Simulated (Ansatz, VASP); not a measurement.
Given: the input of a run of Ansatz 0.2.0 on LiH.

The input input.yaml:

```yaml
crystal:
  lattice:
    - [0.0, 2.0766964161, 2.0766964161]
    - [2.0766964161, 0.0, 2.0766964161]
    - [2.0766964161, 2.0766964161, 0.0]
  atoms:
    - { symbol: Li, position: [0.0, 0.0, 0.0] }
    - { symbol: H, position: [0.5, 0.5, 0.5] }
kpoints:
  mp_grid: { grid: [11, 11, 11] }
scf:
  occupations: { method: fermi_dirac, width: 0.05 }
hamiltonian:
  xc: pbesol
  pseudopotentials: { kind: all_electron, lapw: { basis_error: 0.0005 } }
output:
  forces: true
  stress: true
  eigenvalues: true
```

Potentials or basis: all-electron LAPW, scalar-relativistic.

Command:

```console
$ ansatz run input.yaml --threads 1 --pin off --max-ram 3072MiB --backend cpu --events-out ev --progress --plain --runs-dir out
```

Problem. Translate it to VASP 6.6.1. Potentials there: VASP PAW PBE potentials, release 64 (Li_sv, H).

Solution. As run (the cutoff follows the program's own potentials):

INCAR

```
SYSTEM = LiH
PREC     = Accurate       ! precision mode
ENCUT    = 750            ! plane-wave cutoff, eV
EDIFF    = 1E-6           ! SCF threshold, eV
ISMEAR   = -1             ! smearing method
SIGMA    = 0.05           ! smearing width, eV
LREAL    = .FALSE.        ! projectors in reciprocal space
LASPH    = .TRUE.         ! aspherical terms in the spheres
NELM     = 120            ! most SCF steps
ALGO     = Normal         ! electronic algorithm
ISIF     = 2              ! what is computed and relaxed
LWAVE    = .FALSE.        ! write WAVECAR
LCHARG   = .TRUE.         ! write CHGCAR
GGA      = PS             ! functional
LELF     = .TRUE.         ! ELF
LVHAR    = .TRUE.       
NBANDS   = 9              ! bands
GGA_COMPAT= .FALSE.
```

File KPOINTS:

```
Automatic mesh
0
G
  11 11 11
  0 0 0
```

POSCAR

```
LiH
1.0
    0.0000000000      2.0766964161      2.0766964161
    2.0766964161      0.0000000000      2.0766964161
    2.0766964161      2.0766964161      0.0000000000
Li H
1 1
Direct
    0.0000000000      0.0000000000      0.0000000000
    0.5000000000      0.5000000000      0.5000000000
```

Potentials or basis: VASP PAW PBE potentials, release 64 (Li_sv, H).

Launch:

```sh
$ cat potpaw_PBE.64/Li_sv/POTCAR potpaw_PBE.64/H/POTCAR > POTCAR
$ mpirun -np 1 vasp_std > vasp.out
```

Both were run:

|  | VASP | Ansatz | Ansatz less VASP |
| --- | --- | --- | --- |
| gap on the k mesh at the Fermi level (eV) | 3.01 | 3.01 | +0.001 |
| least direct gap on the mesh (eV) | 3.01 | 3.01 | +0.001 |
| pressure (GPa) | -3.9 | -3.9 | +0.07 |

VASP's potentials were made for PBE, not for PBEsol. Ansatz ran all-electron here, and VASP with PAW potentials.
